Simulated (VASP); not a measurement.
# C: single point with r2SCAN

Crystal: C.

```
C
1.0
     2.10776    0.00000    0.00000
    -1.05388    1.82538    0.00000
     0.00000    0.00000    3.70167
C
2
Direct
  0.33333 0.66667 0.25000
  0.66667 0.33333 0.75000
```

```yaml
Program: VASP 6.6.1
Task: single point
Functional: r2SCAN
Potentials_or_basis: VASP PAW PBE potentials, release 64 (C)
Cutoff: 520 eV
k_mesh: 9 × 9 × 6
Occupations: gaussian, width 0.1 eV
Spin: no spin polarisation
```

```yaml
Pressure: 0.3 GPa
Band_gap_on_the_k_mesh: zero (band 4 reaches 15.56 eV, above the bottom of band 5 at 3.79 eV)
```

Levels at points of the mesh, in eV from the Fermi level:
```
           k point  band 1  band 2  band 3  band 4  band 5  band 6  band 7  band 8
(0.00, 0.00, 0.00)  -20.14  -11.61   -9.47    7.73    8.12    8.12    9.58    9.58
(0.00, 0.00, 0.50)  -17.73  -17.73    0.24    0.24    8.85    8.85    8.85    8.85
```

Run time: 59 s on 1 thread of AMD EPYC 7R13, on a shared host, peak memory 0.09 GiB.

Caveat: the k points lie up to 0.38 Å⁻¹ apart; the PAW data sets were made with another functional, which shifts forces and pressure a little.
